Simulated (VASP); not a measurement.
# V (Pm-3m) in VASP: further runs

The runs below take V through single point, with r2SCAN.

Program: VASP 6.6.1. These are calculated values, not measurements. Logs are shortened: lines on timing, memory, paths and dates and some standing lists are left out, and cuts for length are marked.

### Step 1. The cell of the first run

It takes space group Pm-3m (No. 221, cubic). Conventional cell: a = 2.518 Å, b = 2.518 Å, c = 2.518 Å, α = 90.00°, β = 90.00°, γ = 90.00°. V (site symmetry m-3m) has 6 V at 2.52 Å within 3.3 Å.

This isn't the form of V at room conditions, which is bcc.

### Step 2. Single point, r2SCAN, collinear spin, ferromagnetic start (15.97 Å³/atom)

POSCAR reads:

```
V
1.0
    2.5182360934      0.0000000000      0.0000000000
    0.0000000000      2.5182360934      0.0000000000
    0.0000000000      0.0000000000      2.5182360934
V
1
Direct
    0.0000000000      0.0000000000      0.0000000000
```

INCAR.step1 reads:

```
PREC     = Accurate       # precision mode
ENCUT    = 520            # plane-wave cutoff, eV
ISMEAR   = -1             # smearing method
SIGMA    = 0.05           # smearing width, eV
LREAL    = F              # projectors in reciprocal space
LASPH    = T              # aspherical terms in the spheres
NELM     = 150            # most SCF steps
ISPIN    = 2              # spin polarisation
MAGMOM   = 1              # initial moments
LMAXMIX  = 4              # l up to which the mixer works
NBANDS   = 16             # bands
GGA      = PE             # functional
ALGO     = Normal         # electronic algorithm
EDIFF    = 1E-4           # SCF threshold, eV
LWAVE    = T              # write WAVECAR
LCHARG   = F              # write CHGCAR
```

INCAR.step2 reads:

```
PREC     = Accurate       # precision mode
ENCUT    = 520            # plane-wave cutoff, eV
EDIFF    = 1E-6           # SCF threshold, eV
ISMEAR   = -1             # smearing method
SIGMA    = 0.05           # smearing width, eV
LREAL    = F              # projectors in reciprocal space
LASPH    = T              # aspherical terms in the spheres
NELM     = 150            # most SCF steps
ALGO     = Normal         # electronic algorithm
ISIF     = 2              # what is computed and relaxed
LWAVE    = F              # write WAVECAR
LCHARG   = F              # write CHGCAR
ISPIN    = 2              # spin polarisation
MAGMOM   = 1              # initial moments
LORBIT   = 11             # projections on sites
LMAXMIX  = 4              # l up to which the mixer works
METAGGA  = R2SCAN         # meta-GGA
LMIXTAU  = T            
NBANDS   = 16             # bands
ISTART   = 1
```

KPOINTS reads:

```
Automatic mesh
0
Gamma
  15 15 15
```

Potentials or basis: VASP PAW PBE potentials, release 64 (V_sv).

Launch:

```bash
cat potpaw_PBE.64/V_sv/POTCAR > POTCAR
cp INCAR.step1 INCAR
mpirun -np 1 vasp_std > vasp.out
cp INCAR.step2 INCAR
mpirun -np 1 vasp_std > vasp.out
```

OUTCAR:

```text
PREC = Accurate
   ENCUT = 520
   EDIFF = 1E-6
   ISMEAR = -1
   LREAL = F
   LASPH = T
   NELM = 150
   ISIF = 2
   ISPIN = 2
   LORBIT = 11
   METAGGA = R2SCAN
   ISTART = 1

 ion  position               nearest neighbor table
   1  0.000  0.000  0.000-

  LATTYP: Found a simple cubic cell.
 ALAT       =     2.5182360934

  Lattice vectors:

 A1 = (   2.5182360934,   0.0000000000,   0.0000000000)
 A2 = (   0.0000000000,   2.5182360934,   0.0000000000)
 A3 = (   0.0000000000,   0.0000000000,   2.5182360934)

Analysis of symmetry for initial positions (statically):
=====================================================================
 Subroutine PRICEL returns:
 Original cell was already a primitive cell.

 Routine SETGRP: Setting up the symmetry group for a
 simple cubic supercell.

 Subroutine GETGRP returns: Found 48 space group operations
 (whereof 48 operations were pure point group operations)
 out of a pool of 48 trial point group operations.

The static configuration has the point symmetry O_h .

Analysis of symmetry for dynamics (positions and initial velocities):
=====================================================================
 Subroutine PRICEL returns:
 Original cell was already a primitive cell.

 Routine SETGRP: Setting up the symmetry group for a
 simple cubic supercell.

 Subroutine GETGRP returns: Found 48 space group operations
 (whereof 48 operations were pure point group operations)
 out of a pool of 48 trial point group operations.

The dynamic configuration has the point symmetry O_h .

Analysis of structural, dynamic, and magnetic symmetry:
=====================================================================
 Subroutine PRICEL returns:
 Original cell was already a primitive cell.

 Routine SETGRP: Setting up the symmetry group for a
 simple cubic supercell.

 Subroutine GETGRP returns: Found 48 space group operations
 (whereof 48 operations were pure point group operations)
 out of a pool of 48 trial point group operations.

The overall configuration has the point symmetry O_h .

 Subroutine INISYM returns: Found 48 space group operations
 (whereof 48 operations are pure point group operations),
 and found     1 'primitive' translations

----------------------------------------------------------------------------------------

                                     Primitive cell

  volume of cell :      15.9694

  direct lattice vectors                    reciprocal lattice vectors
     2.518236093  0.000000000  0.000000000     0.397103354  0.000000000  0.000000000
     0.000000000  2.518236093  0.000000000     0.000000000  0.397103354  0.000000000
     0.000000000  0.000000000  2.518236093     0.000000000  0.000000000  0.397103354

  length of vectors
     2.518236093  2.518236093  2.518236093     0.397103354  0.397103354  0.397103354

  position of ions in fractional coordinates (direct lattice)
     0.000000000  0.000000000  0.000000000

  ion indices of the primitive-cell ions
   primitive index   ion index
                 1           1

----------------------------------------------------------------------------------------

 KPOINTS: Automatic mesh

Automatic generation of k-mesh.
 Grid dimensions read from file:
 generate k-points for:   15   15   15

 Generating k-lattice:

  Cartesian coordinates                     Fractional coordinates (reciprocal lattice)
     0.026473557  0.000000000  0.000000000     0.066666667  0.000000000  0.000000000
     0.000000000  0.026473557  0.000000000     0.000000000  0.066666667  0.000000000
     0.000000000  0.000000000  0.026473557     0.000000000  0.000000000  0.066666667

  Length of vectors
     0.026473557  0.026473557  0.026473557

  Shift w.r.t. Gamma in fractional coordinates (k-lattice)
     0.000000000  0.000000000  0.000000000

 Subroutine IBZKPT returns following result:
 ===========================================

 Found    120 irreducible k-points:

 Following reciprocal coordinates:
            Coordinates               Weight
  0.000000  0.000000  0.000000      1.000000
  0.066667  0.000000  0.000000      6.000000
  0.133333  0.000000  0.000000      6.000000
  0.200000  0.000000  0.000000      6.000000
  0.266667  0.000000  0.000000      6.000000
  0.333333  0.000000  0.000000      6.000000
[... 16 lines left out ...]
  0.266667  0.200000  0.000000     24.000000
  0.333333  0.200000  0.000000     24.000000
 [... further k-points ...]
   k-points           NKPTS =    120   k-points in BZ     NKDIM =    120   number of bands    NBANDS=     16
   number of dos      NEDOS =    301   number of ions     NIONS =      1
   total plane-waves  NPLWV =   8000
   dimension x,y,z NGX =    20 NGY =   20 NGZ =   20
   dimension x,y,z NGXF=    40 NGYF=   40 NGZF=   40
   ions per type =               1
   NGX,Y,Z   is equivalent  to a cutoff of  13.20, 13.20, 13.20 a.u.
   NGXF,Y,Z  is equivalent  to a cutoff of  26.41, 26.41, 26.41 a.u.
 SYSTEM =  unknown system
   PREC   = accura    normal or accurate (medium, high low for compatibility)
   ISTART =      1    job   : 0-new  1-cont  2-samecut
   ICHARG =      0    charge: 1-file 2-atom 10-const
   ISPIN  =      2    spin polarized calculation?
   LNONCOLLINEAR =      F non collinear calculations
   LSORBIT =      F    spin-orbit coupling
   LASPH  =      T    aspherical Exc in radial PAW
   ENCUT  =  520.0 eV  38.22 Ry    6.18 a.u.   4.68  4.68  4.68*2*pi/ulx,y,z
   NELM   =    150;   NELMIN=  2; NELMDL=  0     # of ELM steps
   EDIFF  = 0.1E-05   stopping-criterion for ELM
   LREAL  =      F    real-space projection
   EDIFFG = 0.1E-04   stopping-criterion for IOM
   NSW    =      0    number of steps for IOM
   IBRION =     -1    ionic relax: 0-MD 1-quasi-New 2-CG
   NFREE  =      0    steps in history (QN), initial steepest desc. (CG)
   ISIF   =      2    stress and relaxation
   ISYM   =      2    0-nonsym 1-usesym 2-fastsym
   POTIM  = 0.5000    time-step for ionic-motion
   TEBEG  =    0.0;   TEEND  =   0.0 temperature during run
   PSTRESS=    0.0 pullay stress
   NELECT =      13.0000    total number of electrons
   NUPDOWN=      -1.0000    fix difference up-down
   EMIN   =  10.00;   EMAX   =-10.00  energy-range for DOS
   EFERMI =   0.00;   METHOD = LEGACY
   ISMEAR =    -1;   SIGMA  =   0.05  broadening in eV -4-tet -1-fermi 0-gaus
   EFERMI_NEDOS =   21; number of points for ismear=-14 and -15
   IALGO  =     38    algorithm
   IMIX   =      4    mixing-type and parameters
     AMIX     =   0.40;   BMIX     =  1.00
     AMIX_MAG =   1.60;   BMIX_MAG =  1.00
  volume/ion in A,a.u.               =      15.97       107.77
  Fermi-wavevector in a.u.,A,eV,Ry     =   1.528596  2.888628 31.791468  2.336607
  Thomas-Fermi vector in A             =   2.636333
   LORBIT       =     11    0 simple, 1 ext, 2 COOP (PROOUT), +10 PAW based schemes
   METAGGA = R2SCAN    functional components
   LHFCALC =     F    Hartree Fock is set to
   AEXX    =    0.0000 exact exchange contribution
   IVDW    =     0    specifies the selected vdW correction
   LEPSILON=     F    determine dielectric tensor
   LRPA    =     F    only Hartree local field effects (RPA)
 spin polarized calculation
  energy-cutoff  :      520.00
  volume of cell :       15.97
 maximum number of plane-waves:       449
 NGX is ok and might be reduce to    20
   NGX =  9   NGY =  9   NGZ =  9

 number of electron      12.9999989 magnetization       0.0000180

 number of electron      12.9999989 magnetization      -0.0000064

 Free energy of the ion-electron system (eV)
  ---------------------------------------------------
  ext. energy  EPLUGINS =         0.00000000
  ---------------------------------------------------
  free energy    TOTEN  =       -13.21296369 eV

  energy without entropy =      -13.20233321  energy(sigma->0) =      -13.20764845

 E-fermi :   7.8508     XC(G=0): -12.9194

 val. band max:        7.8416415884   @ k =   0.4000   0.3333   0.2667
 cond. band min:       7.8596212164   @ k =   0.4000   0.4000   0.2000
 fundamental gap:      0.0179796281
 Fermi energy:         7.8507878154

 spin component 1

 k-point     1 :       0.0000    0.0000    0.0000
  band No.  band energies     occupation
      1     -58.6177      1.00000
      2     -30.8546      1.00000
      3     -30.8546      1.00000
      4     -30.8546      1.00000
      5       1.2822      1.00000
      6       5.7444      1.00000
[... 8 lines left out ...]
     15      30.4756      0.00000
     16      33.6770      0.00000

 k-point     2 :       0.0667    0.0000    0.0000
  band No.  band energies     occupation
      1     -58.6123      1.00000
      2     -30.8933      1.00000
      3     -30.8514      1.00000
      4     -30.8514      1.00000
      5       1.4117      1.00000
      6       5.7733      1.00000
[... 8 lines left out ...]
     15      31.1912      0.00000
     16      34.3769      0.00000
[... 387 lines left out ...]
      5       4.0083      1.00000
      6       6.5511      1.00000
[... 8 lines left out ...]
     15      33.5305      0.00000
     16      38.3239      0.00000

 k-point    24 :       0.3333    0.2000    0.0000
  band No.  band energies     occupation
      1     -58.4801      1.00000
      2     -31.4686      1.00000
      3     -31.0900      1.00000
      4     -30.7743      1.00000
      5       4.6991      1.00000
      6       6.6393      1.00000
[... 8 lines left out ...]
     15      32.0905      0.00000
     16      37.7794      0.00000

 [... further k-points ...]

 spin component 2

 k-point     1 :       0.0000    0.0000    0.0000
  band No.  band energies     occupation
      1     -58.6177      1.00000
      2     -30.8546      1.00000
      3     -30.8546      1.00000
      4     -30.8546      1.00000
      5       1.2822      1.00000
      6       5.7444      1.00000
[... 8 lines left out ...]
     15      30.4756      0.00000
     16      33.6770      0.00000

 k-point     2 :       0.0667    0.0000    0.0000
  band No.  band energies     occupation
      1     -58.6123      1.00000
      2     -30.8933      1.00000
      3     -30.8514      1.00000
      4     -30.8514      1.00000
      5       1.4117      1.00000
      6       5.7733      1.00000
[... 8 lines left out ...]
     15      31.1912      0.00000
     16      34.3769      0.00000
[... 387 lines left out ...]
      5       4.0083      1.00000
      6       6.5511      1.00000
[... 8 lines left out ...]
     15      33.5305      0.00000
     16      38.3239      0.00000

 k-point    24 :       0.3333    0.2000    0.0000
  band No.  band energies     occupation
      1     -58.4801      1.00000
      2     -31.4686      1.00000
      3     -31.0900      1.00000
      4     -30.7743      1.00000
      5       4.6991      1.00000
      6       6.6393      1.00000
[... 8 lines left out ...]
     15      32.0905      0.00000
     16      37.7794      0.00000

 [... further k-points ...]

------------------------ aborting loop because EDIFF is reached ----------------------------------------

  FORCE on cell =-STRESS in cart. coord.  units (eV):
  Direction    XX          YY          ZZ          XY          YZ          ZX
  --------------------------------------------------------------------------------------
  -------------------------------------------------------------------------------------
  Total       -1.1533072     -1.1533072     -1.1533072     -0.0000000     -0.0000000     -0.0000000
  in kB     -115.7087607   -115.7087607   -115.7087607     -0.0000000     -0.0000000     -0.0000000
  external PRESSURE =    -115.7087607 kB  Pullay stress =       0.0000000 kB

 VOLUME and BASIS-vectors are now :
 -----------------------------------------------------------------------------
  energy-cutoff  :      520.00
  volume of cell :       15.97
      direct lattice vectors                 reciprocal lattice vectors
     2.518236093  0.000000000  0.000000000     0.397103354  0.000000000  0.000000000
     0.000000000  2.518236093  0.000000000     0.000000000  0.397103354  0.000000000
     0.000000000  0.000000000  2.518236093     0.000000000  0.000000000  0.397103354

 POSITION                                       TOTAL-FORCE (eV/Angst)
 -----------------------------------------------------------------------------------
      0.00000      0.00000      0.00000         0.000000      0.000000      0.000000
 -----------------------------------------------------------------------------------
    total drift:                                0.000000      0.000000      0.000000

  FREE ENERGIE OF THE ION-ELECTRON SYSTEM (eV)
  ---------------------------------------------------
  free  energy   TOTEN  =       -13.2129636870 eV

  energy  without entropy=      -13.2023332058  energy(sigma->0) =      -13.20764845

 total charge

# of ion       s       p       d       tot
------------------------------------------
    1        2.330   6.153   3.101  11.584

 magnetization (x)

# of ion       s       p       d       tot
------------------------------------------
    1       -0.000  -0.000  -0.000  -0.000
```

Wall time 2.4 min (1 thread of Intel Xeon Platinum 8259CL at 2.50GHz (Skylake/Cascade Lake), shared host); peak memory 0.17 GiB.

What came out:

```yaml
Free_energy: -13.2130 eV
Pressure: -11.6 GPa
Net_moment: 0.00 μB per cell
Valence_electrons_inside_the_program's_atomic_spheres: V 11.58
```

Levels at points of the mesh, in eV from the Fermi level:
Spin up:
```
           k point  band 5  band 6  band 7  band 8  band 9  band 10
(0.00, 0.00, 0.00)   -6.57   -2.11   -2.11    3.53    3.53     3.53
```
Spin down:
```
           k point  band 5  band 6  band 7  band 8  band 9  band 10
(0.00, 0.00, 0.00)   -6.57   -2.11   -2.11    3.53    3.53     3.53
```

Caveat: the cell stands under tension; the PAW data sets were made with another functional, which shifts forces and pressure a little.

[end of part 1 of 3]
